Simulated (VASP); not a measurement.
# ZrC (Fm-3m) in VASP: further runs

Runs on ZrC. Level: PBEsol. Tasks: single point.

Everything below comes from runs of VASP 6.6.1. Logs are shortened: lines on timing, memory, paths and dates and some standing lists are left out, and cuts for length are marked.

## 1. The cell of the first run

Symmetry: Fm-3m, No. 225, cubic system. Conventional cell: a = 4.574 Å, b = 4.574 Å, c = 4.574 Å, α = 90.00°, β = 90.00°, γ = 90.00°. Within 3.0 Å of Zr (site symmetry m-3m) lie 6 C at 2.29 Å. C (site symmetry m-3m) has 6 Zr at 2.29 Å within 3.0 Å.

## 2. Single point, PBEsol (volume scaled by 0.94)

Input file INCAR:

```
ALGO = Normal
EDIFF = 1E-6
ENCUT = 520
GGA = PS
ISIF = 2
ISMEAR = 0
LASPH = True
LCHARG = False
LREAL = False
LWAVE = False
NBANDS = 15
NELM = 100
PREC = Accurate
SIGMA = 0.1
```

Input file KPOINTS:

```
k-points
0
Gamma
  16 16 16
```

Input file POSCAR:

```
ZrC
1.0
    0.0000000000      2.2869054201      2.2869054201
    2.2869054201      0.0000000000      2.2869054201
    2.2869054201      2.2869054201      0.0000000000
Zr C
1 1
Direct
    0.5000000000      0.5000000000      0.5000000000
    0.0000000000      0.0000000000      0.0000000000
```

Potentials or basis: VASP PAW PBE potentials, release 64 (Zr_sv, C).

Run with:

```bash
cat potpaw_PBE.64/Zr_sv/POTCAR potpaw_PBE.64/C/POTCAR > POTCAR
mpirun -np 1 vasp_std > vasp.out
```

OUTCAR:

```text
EDIFF = 1E-6
   ENCUT = 520
   GGA = PS
   ISIF = 2
   ISMEAR = 0
   LASPH = True
   LREAL = False
   NELM = 100
   PREC = Accurate

 ion  position               nearest neighbor table
   1  0.500  0.500  0.500-   2 2.29   2 2.29   2 2.29   2 2.29   2 2.29   2 2.29
   2  0.000  0.000  0.000-   1 2.29   1 2.29   1 2.29   1 2.29   1 2.29   1 2.29

  LATTYP: Found a face centered cubic cell.
 ALAT       =     4.5738108402

  Lattice vectors:

 A1 = (   0.0000000000,   2.2869054201,   2.2869054201)
 A2 = (   2.2869054201,   0.0000000000,   2.2869054201)
 A3 = (   2.2869054201,   2.2869054201,   0.0000000000)

Analysis of symmetry for initial positions (statically):
=====================================================================
 Subroutine PRICEL returns:
 Original cell was already a primitive cell.

 Routine SETGRP: Setting up the symmetry group for a
 face centered cubic supercell.

 Subroutine GETGRP returns: Found 48 space group operations
[... 9 lines left out ...]

 Routine SETGRP: Setting up the symmetry group for a
 face centered cubic supercell.

 Subroutine GETGRP returns: Found 48 space group operations
[... 11 lines left out ...]
                                     Primitive cell

  volume of cell :      23.9207

  direct lattice vectors                    reciprocal lattice vectors
     0.000000000  2.286905420  2.286905420    -0.218636064  0.218636064  0.218636064
     2.286905420  0.000000000  2.286905420     0.218636064 -0.218636064  0.218636064
     2.286905420  2.286905420  0.000000000     0.218636064  0.218636064 -0.218636064

  length of vectors
     3.234172661  3.234172661  3.234172661     0.378688771  0.378688771  0.378688771

  position of ions in fractional coordinates (direct lattice)
     0.500000000  0.500000000  0.500000000
     0.000000000  0.000000000  0.000000000

  ion indices of the primitive-cell ions
   primitive index   ion index
                 1           1
                 2           2

----------------------------------------------------------------------------------------

 KPOINTS: k-points

Automatic generation of k-mesh.
 Grid dimensions read from file:
 generate k-points for:   16   16   16

 Generating k-lattice:

  Cartesian coordinates                     Fractional coordinates (reciprocal lattice)
    -0.013664754  0.013664754  0.013664754     0.062500000  0.000000000  0.000000000
     0.013664754 -0.013664754  0.013664754     0.000000000  0.062500000  0.000000000
     0.013664754  0.013664754 -0.013664754     0.000000000  0.000000000  0.062500000

  Length of vectors
     0.023668048  0.023668048  0.023668048

  Shift w.r.t. Gamma in fractional coordinates (k-lattice)
     0.000000000  0.000000000  0.000000000

 Subroutine IBZKPT returns following result:
 ===========================================

 Found    145 irreducible k-points:

 Following reciprocal coordinates:
            Coordinates               Weight
  0.000000  0.000000  0.000000      1.000000
  0.062500  0.000000  0.000000      8.000000
  0.125000  0.000000  0.000000      8.000000
  0.187500  0.000000  0.000000      8.000000
  0.250000  0.000000  0.000000      8.000000
  0.312500  0.000000  0.000000      8.000000
[... 16 lines left out ...]
 -0.125000  0.062500  0.000000     24.000000
 -0.062500  0.062500  0.000000     12.000000
 [... further k-points ...]
   k-points           NKPTS =    145   k-points in BZ     NKDIM =    145   number of bands    NBANDS=     15
   number of dos      NEDOS =    301   number of ions     NIONS =      2
   total plane-waves  NPLWV =  13824
   dimension x,y,z NGX =    24 NGY =   24 NGZ =   24
   dimension x,y,z NGXF=    48 NGYF=   48 NGZF=   48
   ions per type =               1   1
   NGX,Y,Z   is equivalent  to a cutoff of  12.34, 12.34, 12.34 a.u.
   NGXF,Y,Z  is equivalent  to a cutoff of  24.67, 24.67, 24.67 a.u.
 SYSTEM =  unknown system
   PREC   = accura    normal or accurate (medium, high low for compatibility)
   ISTART =      0    job   : 0-new  1-cont  2-samecut
   ICHARG =      2    charge: 1-file 2-atom 10-const
   ISPIN  =      1    spin polarized calculation?
   LNONCOLLINEAR =      F non collinear calculations
   LSORBIT =      F    spin-orbit coupling
   LASPH  =      T    aspherical Exc in radial PAW
   ENCUT  =  520.0 eV  38.22 Ry    6.18 a.u.   6.01  6.01  6.01*2*pi/ulx,y,z
   NELM   =    100;   NELMIN=  2; NELMDL= -5     # of ELM steps
   EDIFF  = 0.1E-05   stopping-criterion for ELM
   LREAL  =      F    real-space projection
   EDIFFG = 0.1E-04   stopping-criterion for IOM
   NSW    =      0    number of steps for IOM
   IBRION =     -1    ionic relax: 0-MD 1-quasi-New 2-CG
   NFREE  =      0    steps in history (QN), initial steepest desc. (CG)
   ISIF   =      2    stress and relaxation
   ISYM   =      2    0-nonsym 1-usesym 2-fastsym
   POTIM  = 0.5000    time-step for ionic-motion
   TEBEG  =    0.0;   TEEND  =   0.0 temperature during run
   PSTRESS=    0.0 pullay stress
   NELECT =      16.0000    total number of electrons
   NUPDOWN=      -1.0000    fix difference up-down
   EMIN   =  10.00;   EMAX   =-10.00  energy-range for DOS
   EFERMI =   0.00;   METHOD = LEGACY
   ISMEAR =     0;   SIGMA  =   0.10  broadening in eV -4-tet -1-fermi 0-gaus
   EFERMI_NEDOS =   21; number of points for ismear=-14 and -15
   IALGO  =     38    algorithm
   IMIX   =      4    mixing-type and parameters
     AMIX     =   0.40;   BMIX     =  1.00
     AMIX_MAG =   1.60;   BMIX_MAG =  1.00
  volume/ion in A,a.u.               =      11.96        80.71
  Fermi-wavevector in a.u.,A,eV,Ry     =   1.431715  2.705549 27.889335  2.049808
  Thomas-Fermi vector in A             =   2.551421
   LORBIT       =      0    0 simple, 1 ext, 2 COOP (PROOUT), +10 PAW based schemes
   GGA     = PS    functional components
   LHFCALC =     F    Hartree Fock is set to
   AEXX    =    0.0000 exact exchange contribution
   IVDW    =     0    specifies the selected vdW correction
   LEPSILON=     F    determine dielectric tensor
   LRPA    =     F    only Hartree local field effects (RPA)
 non-spin polarized calculation
 Gauss-broadening in eV      SIGMA  =   0.10
  energy-cutoff  :      520.00
  volume of cell :       23.92
 maximum number of plane-waves:       660
   NGX = 13   NGY = 13   NGZ = 13

 number of electron      15.9999999 magnetization

 Free energy of the ion-electron system (eV)
  ---------------------------------------------------
  ext. energy  EPLUGINS =         0.00000000
  ---------------------------------------------------
  free energy    TOTEN  =       -20.49418352 eV

  energy without entropy =      -20.49276411  energy(sigma->0) =      -20.49347381

 E-fermi :  10.4558     XC(G=0): -12.6886

 val. band max:       10.4376470563   @ k =   0.3750   0.3125   0.0000
 cond. band min:      10.5571737892   @ k =   0.4375   0.4375   0.0000
 fundamental gap:      0.1195267329
 Fermi energy:        10.4558295392

 k-point     1 :       0.0000    0.0000    0.0000
  band No.  band energies     occupation
      1     -37.2043      2.00000
      2     -14.8787      2.00000
      3     -14.8787      2.00000
      4     -14.8787      2.00000
      5      -1.0931      2.00000
      6      11.4351      0.00000
      7      11.4351      0.00000
      8      11.4351      0.00000
      9      11.5394      0.00000
     10      11.5394      0.00000
     11      11.5394      0.00000
     12      13.5061      0.00000
     13      13.5061      0.00000
     14      18.7241      0.00000
     15      20.9944      0.00000

 k-point     2 :       0.0625    0.0000    0.0000
  band No.  band energies     occupation
      1     -37.1987      2.00000
      2     -14.9276      2.00000
      3     -14.8826      2.00000
      4     -14.8826      2.00000
      5      -0.9891      2.00000
      6      10.6197      0.02049
      7      10.8376      0.00000
      8      10.8376      0.00000
      9      11.7830      0.00000
     10      11.7830      0.00000
     11      12.1494      0.00000
     12      14.0660      0.00000
     13      14.0660      0.00000
     14      18.9126      0.00000
     15      21.2726      0.00000

 k-point     3 :       0.1250    0.0000    0.0000
  band No.  band energies     occupation
      1     -37.1827      2.00000
      2     -15.0647      2.00000
      3     -14.8939      2.00000
      4     -14.8939      2.00000
      5      -0.6893      2.00000
      6       9.6223      2.00000
      7       9.9951      2.00000
      8       9.9951      2.00000
      9      12.1002      0.00000
     10      12.1002      0.00000
     11      12.6163      0.00000
     12      15.1991      0.00000
     13      15.1991      0.00000
     14      19.4035      0.00000
     15      22.0445      0.00000

 k-point     4 :       0.1875    0.0000    0.0000
  band No.  band energies     occupation
      1     -37.1586      2.00000
      2     -15.2636      2.00000
      3     -14.9107      2.00000
      4     -14.9107      2.00000
      5      -0.2270      2.00000
      6       8.5812      2.00000
      7       9.1940      2.00000
      8       9.1940      2.00000
      9      12.5709      0.00000
     10      12.5709      0.00000
     11      12.9962      0.00000
     12      16.5070      0.00000
     13      16.5070      0.00000
     14      19.9995      0.00000
     15      23.1195      0.00000

 k-point     5 :       0.2500    0.0000    0.0000
  band No.  band energies     occupation
      1     -37.1300      2.00000
      2     -15.4893      2.00000
      3     -14.9304      2.00000
      4     -14.9304      2.00000
      5       0.3519      2.00000
      6       7.5629      2.00000
      7       8.5060      2.00000
      8       8.5060      2.00000
      9      13.1846      0.00000
     10      13.1846      0.00000
     11      13.4142      0.00000
     12      17.8659      0.00000
     13      17.8659      0.00000
     14      20.3827      0.00000
     15      24.1910      0.00000

 k-point     6 :       0.3125    0.0000    0.0000
  band No.  band energies     occupation
      1     -37.1013      2.00000
      2     -15.7067      2.00000
      3     -14.9500      2.00000
      4     -14.9500      2.00000
      5       0.9956      2.00000
      6       6.6106      2.00000
      7       7.9565      2.00000
      8       7.9565      2.00000
      9      13.8946      0.00000
     10      13.8946      0.00000
     11      13.9633      0.00000
     12      19.1894      0.00000
     13      19.1894      0.00000
     14      20.1663      0.00000
     15      25.0674      0.00000

 k-point     7 :       0.3750    0.0000    0.0000
  band No.  band energies     occupation
      1     -37.0767      2.00000
      2     -15.8850      2.00000
      3     -14.9664      2.00000
      4     -14.9664      2.00000
      5       1.6455      2.00000
      6       5.7621      2.00000
      7       7.5577      2.00000
      8       7.5577      2.00000
      9      14.6126      0.00000
     10      14.6126      0.00000
     11      14.6919      0.00000
[... 226 lines left out ...]
      4     -14.9429      2.00000
      5       1.2266      2.00000
      6       6.2716      2.00000
      7       7.6947      2.00000
      8       8.0029      2.00000
      9      13.7927      0.00000
     10      13.8932      0.00000
     11      14.9654      0.00000
     12      18.7424      0.00000
     13      20.0666      0.00000
     14      20.2740      0.00000
     15      25.3627      0.00000

 k-point    21 :      -0.2500    0.0625    0.0000
  band No.  band energies     occupation
      1     -37.1167      2.00000
      2     -15.5634      2.00000
      3     -14.9877      2.00000
      4     -14.9206      2.00000
      5       0.6032      2.00000
      6       7.1386      2.00000
      7       8.1314      2.00000
      8       8.5068      2.00000
      9      13.0712      0.00000
     10      13.3713      0.00000
     11      14.2542      0.00000
     12      17.4953      0.00000
     13      19.0551      0.00000
     14      20.5108      0.00000
     15      24.6025      0.00000

 k-point    22 :      -0.1875    0.0625    0.0000
  band No.  band energies     occupation
      1     -37.1454      2.00000
      2     -15.3453      2.00000
      3     -14.9640      2.00000
      4     -14.9009      2.00000
      5       0.0181      2.00000
      6       8.0872      2.00000
      7       8.7151      2.00000
      8       9.1084      2.00000
      9      12.4508      0.00000
     10      12.9919      0.00000
     11      13.5860      0.00000
     12      16.2093      0.00000
     13      17.7227      0.00000
     14      20.3220      0.00000
     15      23.6545      0.00000

 k-point    23 :      -0.1250    0.0625    0.0000
  band No.  band energies     occupation
      1     -37.1709      2.00000
      2     -15.1435      2.00000
      3     -14.9373      2.00000
      4     -14.8866      2.00000
      5      -0.4732      2.00000
      6       9.0753      2.00000
      7       9.4290      2.00000
      8       9.7541      2.00000
      9      11.9788      0.00000
     10      12.7055      0.00000
     11      13.0104      0.00000
     12      15.0308      0.00000
     13      16.3832      0.00000
     14      19.7688      0.00000
     15      22.5849      0.00000

 k-point    24 :      -0.0625    0.0625    0.0000
  band No.  band energies     occupation
      1     -37.1896      2.00000
      2     -14.9949      2.00000
      3     -14.9088      2.00000
      4     -14.8802      2.00000
      5      -0.8216      2.00000
      6      10.0156      2.00000
      7      10.2220      1.99905
      8      10.3610      1.82022
      9      11.6972      0.00000
     10      12.3997      0.00000
     11      12.4788      0.00000
     12      14.1995      0.00000
     13      15.1239      0.00000
     14      19.2156      0.00000
     15      21.7135      0.00000

 [... further k-points ...]
[... 5 lines left out ...]
  --------------------------------------------------------------------------------------
  -------------------------------------------------------------------------------------
  Total        2.5289265      2.5289265      2.5289265      0.0000000      0.0000000      0.0000000
  in kB      169.3839246    169.3839246    169.3839246      0.0000000      0.0000000      0.0000000
  external PRESSURE =     169.3839246 kB  Pullay stress =       0.0000000 kB

 VOLUME and BASIS-vectors are now :
 -----------------------------------------------------------------------------
  energy-cutoff  :      520.00
  volume of cell :       23.92
      direct lattice vectors                 reciprocal lattice vectors
     0.000000000  2.286905420  2.286905420    -0.218636064  0.218636064  0.218636064
     2.286905420  0.000000000  2.286905420     0.218636064 -0.218636064  0.218636064
     2.286905420  2.286905420  0.000000000     0.218636064  0.218636064 -0.218636064

 POSITION                                       TOTAL-FORCE (eV/Angst)
 -----------------------------------------------------------------------------------
      2.28691      2.28691      2.28691        -0.000000      0.000000      0.000000
      0.00000      0.00000      0.00000         0.000000     -0.000000     -0.000000
 -----------------------------------------------------------------------------------
    total drift:                                0.000000     -0.000000      0.000000

  FREE ENERGIE OF THE ION-ELECTRON SYSTEM (eV)
  ---------------------------------------------------
  free  energy   TOTEN  =       -20.4941835185 eV

  energy  without entropy=      -20.4927641100  energy(sigma->0) =      -20.49347381
```

It took 86 s on 1 thread of AMD EPYC 7R13, shared host; peak memory 0.15 GiB.

What came out:

```yaml
Free_energy: -20.4942 eV
Pressure: 16.9 GPa
Band_gap_on_the_k_mesh: zero (band 8 reaches 11.44 eV, above the bottom of band 9 at 10.08 eV)
```

Levels at points of the mesh, in eV from the Fermi level:
```
           k point  band 6  band 7  band 8  band 9  band 10  band 11
(0.00, 0.00, 0.00)    0.98    0.98    0.98    1.08     1.08     1.08
(0.50, 0.00, 0.00)   -5.65   -3.22   -3.22    4.96     4.96     5.87
(0.50, 0.50, 0.00)   -2.09   -1.89    0.18    0.18     4.92     6.30
```

Caveat: the PAW data sets were made with another functional, which shifts forces and pressure a little.

## 3. Single point, PBEsol (volume scaled by 0.97)

Input file INCAR:

```
  ALGO = Normal
  EDIFF = 1E-7
  ENCUT = 520
  GGA = PS
  ISIF = 2
  ISMEAR = 0
  LASPH = True
  LCHARG = True
  LELF = True
  LREAL = False
  LVHAR = True
  LWAVE = False
  NBANDS = 15
  NELM = 100
  PREC = Accurate
  SIGMA = 0.1
```

KPOINTS is that of step 2.

Input file POSCAR:

```
ZrC
1.0
    0.0000000000      2.3109798779      2.3109798779
    2.3109798779      0.0000000000      2.3109798779
    2.3109798779      2.3109798779      0.0000000000
Zr C
1 1
Direct
    0.5000000000      0.5000000000      0.5000000000
    0.0000000000      0.0000000000      0.0000000000
```

Potentials or basis: VASP PAW PBE potentials, release 64 (Zr_sv, C).

Run with:

```bash
cat potpaw_PBE.64/Zr_sv/POTCAR potpaw_PBE.64/C/POTCAR > POTCAR
mpirun -np 1 vasp_std > vasp.out
```

Wall time 71 s (1 thread of AMD EPYC 7R13, shared host); peak memory 0.15 GiB.

Results (log left out):

```yaml
Free_energy: -20.5536 eV
Pressure: 8.0 GPa
Band_gap_on_the_k_mesh: zero (band 8 reaches 11.05 eV, above the bottom of band 9 at 9.70 eV)
```

Levels at points of the mesh, in eV from the Fermi level:
```
           k point  band 5  band 6  band 7  band 8  band 9  band 10  band 11  band 12
(0.00, 0.00, 0.00)  -11.44    0.98    0.98    0.98    1.08     1.08     1.08     2.97
(0.50, 0.00, 0.00)   -8.06   -5.52   -3.10   -3.10    4.79     4.79     5.67     6.71
(0.50, 0.50, 0.00)  -10.30   -1.97   -1.95    0.14    0.14     4.75     6.06     6.06
```

Caveat: the PAW data sets were made with another functional, which shifts forces and pressure a little.

[end of part 1 of 2]
